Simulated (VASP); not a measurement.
# Na3Be (I4/mmm) in VASP: single point with PBE

Aim: the single point of Na3Be with PBE.

Everything below comes from runs of VASP 6.6.1. Logs are shortened: lines on timing, memory, paths and dates and some standing lists are left out, and cuts for length are marked.

## Step 1: The cell of the first run

The structure is tetragonal, space group I4/mmm (No. 139). Conventional cell: a = 5.242 Å, b = 5.242 Å, c = 7.496 Å, α = 90.00°, β = 90.00°, γ = 90.00°. Na (site symmetry 4/mmm) has 8 Na at 3.22 Å and 6 Be at 3.71 to 3.75 Å within 4.2 Å. Na (site symmetry -4m2) has 10 Na at 3.22 to 3.75 Å and 4 Be at 3.22 Å within 4.2 Å. Within 4.2 Å of Be (site symmetry 4/mmm) lie 14 Na at 3.22 to 3.75 Å.

## Step 2: Single point, PBE

The input, INCAR:

```
PREC = Accurate
ENCUT = 520
EDIFF = 1E-6
ISMEAR = 0
SIGMA = 0.1
LREAL = False
LASPH = True
NELM = 80
ALGO = Fast
ISIF = 2
LWAVE = False
LCHARG = False
GGA = PE
NBANDS = 20
```

The input, KPOINTS:

```
regular mesh
0
Gamma
  14 14 14
```

The input, POSCAR:

```
Na3Be
1.0
   -2.6212481912      2.6212481912      3.7481885184
    2.6212481912     -2.6212481912      3.7481885184
    2.6212481912      2.6212481912     -3.7481885184
Na Be
3 1
Direct
    0.5000000000      0.5000000000      0.0000000000
    0.2500000000      0.7500000000      0.5000000000
    0.7500000000      0.2500000000      0.5000000000
    0.0000000000      0.0000000000      0.0000000000
```

Potentials or basis: VASP PAW PBE potentials, release 64 (Na_pv, Be).

On the command line:

```console
cat potpaw_PBE.64/Na_pv/POTCAR potpaw_PBE.64/Be/POTCAR > POTCAR
mpirun -np 1 vasp_std > vasp.out
```

OUTCAR:

```text
PREC = Accurate
   ENCUT = 520
   EDIFF = 1E-6
   ISMEAR = 0
   LREAL = False
   LASPH = True
   NELM = 80
   ISIF = 2
   GGA = PE

 ion  position               nearest neighbor table
   1  0.500  0.500  0.000-
   2  0.250  0.750  0.500-
   3  0.750  0.250  0.500-
   4  0.000  0.000  0.000-

  LATTYP: Found a body centered tetragonal cell.
 ALAT       =     5.2424963824
 C/A-ratio  =     1.4299250758

  Lattice vectors:

 A1 = (  -2.6212481912,   2.6212481912,   3.7481885184)
 A2 = (   2.6212481912,  -2.6212481912,   3.7481885184)
 A3 = (   2.6212481912,   2.6212481912,  -3.7481885184)

Analysis of symmetry for initial positions (statically):
=====================================================================
 Subroutine PRICEL returns:
 Original cell was already a primitive cell.

 Routine SETGRP: Setting up the symmetry group for a
 body centered tetragonal supercell.

 Subroutine GETGRP returns: Found 16 space group operations
 (whereof 16 operations were pure point group operations)
 out of a pool of 16 trial point group operations.

The static configuration has the point symmetry D_4h.

Analysis of symmetry for dynamics (positions and initial velocities):
=====================================================================
 Subroutine PRICEL returns:
 Original cell was already a primitive cell.

 Routine SETGRP: Setting up the symmetry group for a
 body centered tetragonal supercell.

 Subroutine GETGRP returns: Found 16 space group operations
 (whereof 16 operations were pure point group operations)
 out of a pool of 16 trial point group operations.

The dynamic configuration has the point symmetry D_4h.

 Subroutine INISYM returns: Found 16 space group operations
 (whereof 16 operations are pure point group operations),
 and found     1 'primitive' translations

----------------------------------------------------------------------------------------

                                     Primitive cell

  volume of cell :     103.0143

  direct lattice vectors                    reciprocal lattice vectors
    -2.621248191  2.621248191  3.748188518     0.000000000  0.190748820  0.133397773
     2.621248191 -2.621248191  3.748188518     0.190748820  0.000000000  0.133397773
     2.621248191  2.621248191 -3.748188518     0.190748820  0.190748820  0.000000000

  length of vectors
     5.271698145  5.271698145  5.271698145     0.232766145  0.232766145  0.269759569

  position of ions in fractional coordinates (direct lattice)
     0.500000000  0.500000000  0.000000000
     0.250000000  0.750000000  0.500000000
     0.750000000  0.250000000  0.500000000
     0.000000000  0.000000000  0.000000000

  ion indices of the primitive-cell ions
   primitive index   ion index
                 1           1
                 2           2
                 3           3
                 4           4

----------------------------------------------------------------------------------------

 KPOINTS: regular mesh

Automatic generation of k-mesh.
 Grid dimensions read from file:
 generate k-points for:   14   14   14

 Generating k-lattice:

  Cartesian coordinates                     Fractional coordinates (reciprocal lattice)
     0.000000000  0.013624916  0.009528412     0.071428571 -0.000000000  0.000000000
     0.013624916  0.000000000  0.009528412    -0.000000000  0.071428571  0.000000000
     0.013624916  0.013624916  0.000000000     0.000000000  0.000000000  0.071428571

  Length of vectors
     0.016626153  0.016626153  0.019268541

  Shift w.r.t. Gamma in fractional coordinates (k-lattice)
     0.000000000  0.000000000  0.000000000

 Subroutine IBZKPT returns following result:
 ===========================================

 Found    244 irreducible k-points:

 Following reciprocal coordinates:
            Coordinates               Weight
  0.000000  0.000000  0.000000      1.000000
  0.071429 -0.000000  0.000000      8.000000
  0.142857 -0.000000  0.000000      8.000000
  0.214286 -0.000000  0.000000      8.000000
  0.285714 -0.000000  0.000000      8.000000
  0.357143 -0.000000  0.000000      8.000000
[... 16 lines left out ...]
  0.214286  0.142857  0.000000     16.000000
  0.285714  0.142857  0.000000     16.000000
 [... further k-points ...]
   k-points           NKPTS =    244   k-points in BZ     NKDIM =    244   number of bands    NBANDS=     20
   number of dos      NEDOS =    301   number of ions     NIONS =      4
   total plane-waves  NPLWV =  64000
   dimension x,y,z NGX =    40 NGY =   40 NGZ =   40
   dimension x,y,z NGXF=    80 NGYF=   80 NGZF=   80
   ions per type =               3   1
   NGX,Y,Z   is equivalent  to a cutoff of  12.61, 12.61, 12.61 a.u.
   NGXF,Y,Z  is equivalent  to a cutoff of  25.23, 25.23, 25.23 a.u.
 SYSTEM =  unknown system
   PREC   = accura    normal or accurate (medium, high low for compatibility)
   ISTART =      0    job   : 0-new  1-cont  2-samecut
   ICHARG =      2    charge: 1-file 2-atom 10-const
   ISPIN  =      1    spin polarized calculation?
   LNONCOLLINEAR =      F non collinear calculations
   LSORBIT =      F    spin-orbit coupling
   LASPH  =      T    aspherical Exc in radial PAW
   ENCUT  =  520.0 eV  38.22 Ry    6.18 a.u.   9.80  9.80  9.80*2*pi/ulx,y,z
   NELM   =     80;   NELMIN=  2; NELMDL= -5     # of ELM steps
   EDIFF  = 0.1E-05   stopping-criterion for ELM
   LREAL  =      F    real-space projection
   EDIFFG = 0.1E-04   stopping-criterion for IOM
   NSW    =      0    number of steps for IOM
   IBRION =     -1    ionic relax: 0-MD 1-quasi-New 2-CG
   NFREE  =      0    steps in history (QN), initial steepest desc. (CG)
   ISIF   =      2    stress and relaxation
   ISYM   =      2    0-nonsym 1-usesym 2-fastsym
   POTIM  = 0.5000    time-step for ionic-motion
   TEBEG  =    0.0;   TEEND  =   0.0 temperature during run
   PSTRESS=    0.0 pullay stress
   NELECT =      23.0000    total number of electrons
   NUPDOWN=      -1.0000    fix difference up-down
   EMIN   =  10.00;   EMAX   =-10.00  energy-range for DOS
   EFERMI =   0.00;   METHOD = LEGACY
   ISMEAR =     0;   SIGMA  =   0.10  broadening in eV -4-tet -1-fermi 0-gaus
   EFERMI_NEDOS =   21; number of points for ismear=-14 and -15
   IALGO  =     68    algorithm
   IMIX   =      4    mixing-type and parameters
     AMIX     =   0.40;   BMIX     =  1.00
     AMIX_MAG =   1.60;   BMIX_MAG =  1.00
  volume/ion in A,a.u.               =      25.75       173.79
  Fermi-wavevector in a.u.,A,eV,Ry     =   0.993158  1.876796 13.420272  0.986362
  Thomas-Fermi vector in A             =   2.125020
   LORBIT       =      0    0 simple, 1 ext, 2 COOP (PROOUT), +10 PAW based schemes
   GGA     = PE    functional components
   LHFCALC =     F    Hartree Fock is set to
   AEXX    =    0.0000 exact exchange contribution
   IVDW    =     0    specifies the selected vdW correction
   LEPSILON=     F    determine dielectric tensor
   LRPA    =     F    only Hartree local field effects (RPA)
 non-spin polarized calculation
 RMM-DIIS sequential band-by-band and
 Gauss-broadening in eV      SIGMA  =   0.10
  energy-cutoff  :      520.00
  volume of cell :      103.01
 maximum number of plane-waves:      2794
   NGX = 19   NGY = 19   NGZ = 19

 number of electron      23.0000027 magnetization

 Free energy of the ion-electron system (eV)
  ---------------------------------------------------
  ext. energy  EPLUGINS =         0.00000000
  ---------------------------------------------------
  free energy    TOTEN  =        -5.68993293 eV

  energy without entropy =       -5.67812380  energy(sigma->0) =       -5.68402836

 E-fermi :   1.0633     XC(G=0):  -7.4176

 val. band max:        1.0560342526   @ k =  -0.2143   0.3571   0.1429
 cond. band min:       1.0656153285   @ k =  -0.4286  -0.4286   0.3571
 fundamental gap:      0.0095810759
 Fermi energy:         1.0633315235

 k-point     1 :       0.0000    0.0000    0.0000
  band No.  band energies     occupation
      1     -23.8319      2.00000
      2     -23.8293      2.00000
      3     -23.8293      2.00000
      4     -23.3574      2.00000
      5     -23.3574      2.00000
      6     -23.3548      2.00000
[... 12 lines left out ...]
     19       6.7851      0.00000
     20       6.8606      0.00000

 k-point     2 :       0.0714   -0.0000    0.0000
  band No.  band energies     occupation
      1     -23.8320      2.00000
      2     -23.8294      2.00000
      3     -23.8294      2.00000
      4     -23.3572      2.00000
      5     -23.3571      2.00000
      6     -23.3546      2.00000
[... 12 lines left out ...]
     19       6.3279      0.00000
     20       6.8562      0.00000

 k-point     3 :       0.1429   -0.0000    0.0000
  band No.  band energies     occupation
      1     -23.8321      2.00000
      2     -23.8295      2.00000
      3     -23.8295      2.00000
      4     -23.3564      2.00000
      5     -23.3562      2.00000
      6     -23.3538      2.00000
[... 12 lines left out ...]
     19       5.9339      0.00000
     20       6.7245      0.00000

 k-point     4 :       0.2143   -0.0000    0.0000
  band No.  band energies     occupation
      1     -23.8323      2.00000
      2     -23.8297      2.00000
      3     -23.8296      2.00000
      4     -23.3552      2.00000
      5     -23.3549      2.00000
      6     -23.3527      2.00000
[... 12 lines left out ...]
     19       5.9873      0.00000
     20       6.6297      0.00000

 k-point     5 :       0.2857   -0.0000    0.0000
  band No.  band energies     occupation
      1     -23.8324      2.00000
      2     -23.8299      2.00000
      3     -23.8298      2.00000
      4     -23.3537      2.00000
      5     -23.3533      2.00000
      6     -23.3513      2.00000
[... 12 lines left out ...]
     19       6.4388      0.00000
     20       6.8069      0.00000
[... 353 lines left out ...]
      6     -23.3548      2.00000
[... 12 lines left out ...]
     19       6.8150      0.00000
     20       6.8674      0.00000

 k-point    22 :       0.1429    0.1429    0.0000
  band No.  band energies     occupation
      1     -23.8322      2.00000
      2     -23.8299      2.00000
      3     -23.8296      2.00000
      4     -23.3573      2.00000
      5     -23.3534      2.00000
      6     -23.3512      2.00000
[... 12 lines left out ...]
     19       6.8911      0.00000
     20       7.4150      0.00000

 k-point    23 :       0.2143    0.1429    0.0000
  band No.  band energies     occupation
      1     -23.8324      2.00000
      2     -23.8301      2.00000
      3     -23.8297      2.00000
      4     -23.3571      2.00000
      5     -23.3515      2.00000
      6     -23.3494      2.00000
[... 12 lines left out ...]
     19       7.3983      0.00000
     20       7.5034      0.00000

 k-point    24 :       0.2857    0.1429    0.0000
  band No.  band energies     occupation
      1     -23.8325      2.00000
      2     -23.8302      2.00000
      3     -23.8299      2.00000
      4     -23.3566      2.00000
      5     -23.3496      2.00000
      6     -23.3478      2.00000
[... 12 lines left out ...]
     19       7.3144      0.00000
     20       7.9762      0.00000

 [... further k-points ...]
[... 5 lines left out ...]
  --------------------------------------------------------------------------------------
  -------------------------------------------------------------------------------------
  Total        0.0241334      0.0241334      0.0198055      0.0000000      0.0000000      0.0000000
  in kB        0.3753464      0.3753464      0.3080334      0.0000000      0.0000000      0.0000000
  external PRESSURE =       0.3529087 kB  Pullay stress =       0.0000000 kB

 VOLUME and BASIS-vectors are now :
 -----------------------------------------------------------------------------
  energy-cutoff  :      520.00
  volume of cell :      103.01
      direct lattice vectors                 reciprocal lattice vectors
    -2.621248191  2.621248191  3.748188518     0.000000000  0.190748820  0.133397773
     2.621248191 -2.621248191  3.748188518     0.190748820  0.000000000  0.133397773
     2.621248191  2.621248191 -3.748188518     0.190748820  0.190748820  0.000000000

 POSITION                                       TOTAL-FORCE (eV/Angst)
 -----------------------------------------------------------------------------------
      0.00000      0.00000      3.74819        -0.000000      0.000000      0.000000
      2.62125     -0.00000      1.87409        -0.000000     -0.000000     -0.000000
     -0.00000      2.62125      1.87409         0.000000     -0.000000     -0.000000
      0.00000      0.00000      0.00000        -0.000000      0.000000      0.000000
 -----------------------------------------------------------------------------------
    total drift:                               -0.000000     -0.000000      0.000000

  FREE ENERGIE OF THE ION-ELECTRON SYSTEM (eV)
  ---------------------------------------------------
  free  energy   TOTEN  =        -5.6899329287 eV

  energy  without entropy=       -5.6781237990  energy(sigma->0) =       -5.68402836
```

Wall time 7.5 min (1 thread of AMD EPYC 9R45 (Zen 5), shared host); peak memory 0.48 GiB.

Results:

* Free energy: -5.6899 eV
* Pressure: 0.0 GPa
